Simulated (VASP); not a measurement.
Sb, 2 atoms in the cell. The structure is trigonal, space group R-3m (No. 166). Conventional cell: a = 4.315 Å, b = 4.315 Å, c = 11.269 Å, α = 90.00°, β = 90.00°, γ = 120.00°. Within 3.8 Å of Sb (site symmetry 3m) lie 6 Sb at 2.91 to 3.36 Å. 

```yaml
Program: VASP 6.6.1
Task: electric field gradients
Functional: PBEsol
Potentials_or_basis: VASP PAW PBE potentials, release 64 (Sb)
Cutoff: 520 eV
k_mesh: 9 × 9 × 9
Occupations: fermi-dirac, width 0.05 eV
Spin: no spin polarisation
Dipole_correction: no
Further_INCAR_settings: ALGO = Normal; EDIFF = 1e-08; NBANDS = 12
```

Potentials or basis: VASP PAW PBE potentials, release 64 (Sb).

Launch:

```sh
$ cat potpaw_PBE.64/Sb/POTCAR > POTCAR
$ mpirun -np 1 vasp_std > vasp.out
```

Hardware: 1 thread of Intel Xeon 8259CL (shared host).

**Question.** How long does it take, and how much memory?

**Answer.** Wall time 2.1 min on 1 thread of Intel Xeon 8259CL, on a shared host, peak memory 0.23 GiB. Counts: scf iterations 14, k points 85.
